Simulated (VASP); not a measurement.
Ta3B2N: relaxation of cell and atoms with PBE

Ta3B2N:

```xyz
6
Lattice="5.5398 0.0000 0.0000 -2.7699 4.7976 0.0000 0.0000 0.0000 3.2757" Properties=species:S:1:pos:R:3 pbc="T T T"
Ta    2.7699    0.0000    0.0000
Ta   -1.3850    2.3988    0.0000
Ta    1.3850    2.3988    0.0000
B     0.0000    3.1984    1.6379
B     2.7699    1.5992    1.6379
N     0.0000    0.0000    0.0000
```

* Program: VASP 6.6.1
* Task: relaxation of cell and atoms
* Functional: PBE
* Potentials or basis: VASP PAW PBE potentials, release 64 (Ta_pv, B, N)
* Cutoff: 600 eV
* k mesh: 6 × 6 × 6
* Occupations: gaussian, width 0.1 eV
* Spin: no spin polarisation
* Dipole correction: no
* Further INCAR settings: ALGO = Normal; EDIFF = 1e-06; IBRION = 2; EDIFFG = -0.04; NSW = 90; ISIF = 3

```json
{"Relaxed volume": "14.56 Å³/atom", "Relaxed cell": "a = 5.542 Å, b = 5.542 Å, c = 3.284 Å, α = 90.00°, β = 90.00°, γ = 120.00°", "Space group after relaxing (to 0.05 Å)": "P6/mmm (No. 191)", "Energy gained by relaxing": "0.1 meV/atom", "Ionic steps": "3", "Pressure after relaxing": "-0.2 GPa", "Band gap on the k mesh": "zero (band 22 reaches 4.62 eV, above the bottom of band 23 at 3.55 eV)"}
```

Stress tensor (GPa, compression positive):
```
-0.36  0.00  0.00
 0.00 -0.36  0.00
 0.00  0.00  0.15
```

The path:
| step | energy change (eV) | largest force (eV/Å) | pressure (GPa) | volume (Å³) |
| --- | --- | --- | --- | --- |
| 1 | 0.0000 | 0.0000 | 0.49 | 87.06 |
| 2 | -0.0003 | 0.0000 | -0.74 | 87.62 |
| 3 | -0.0008 | 0.0000 | -0.19 | 87.37 |

Final structure:
```xyz
6
Lattice="5.5424 0.0000 0.0000 -2.7712 4.7999 0.0000 0.0000 0.0000 3.2840" Properties=species:S:1:pos:R:3 pbc="T T T"
Ta    0.0000    4.7999    0.0000
Ta   -1.3856    2.3999    0.0000
Ta    1.3856    2.3999    0.0000
B     0.0000    3.1999    1.6420
B     2.7712    1.6000    1.6420
N    -2.7712    4.7999    0.0000
```

Levels at points of the mesh, in eV from the Fermi level:
| k point | band 20 | band 21 | band 22 | band 23 | band 24 | band 25 |
| --- | --- | --- | --- | --- | --- | --- |
| (0.00, 0.00, 0.00) | -1.42 | 0.14 | 0.40 | 1.12 | 1.12 | 1.92 |
| (0.50, 0.00, 0.00) | -1.30 | -0.79 | -0.02 | 1.12 | 1.73 | 2.13 |
| (0.00, 0.00, 0.50) | -1.05 | 0.16 | 0.16 | 0.21 | 0.58 | 1.95 |
| (0.50, 0.00, 0.50) | -0.75 | -0.44 | -0.06 | 0.85 | 1.99 | 2.51 |

Run time: 2.1 min on 1 thread of Intel(R) Xeon(R) Platinum 8488C (Sapphire Rapids) (shared host), peak memory 0.29 GiB.

Caveat: spin-orbit coupling is left out, which moves the levels of the heavy elements.
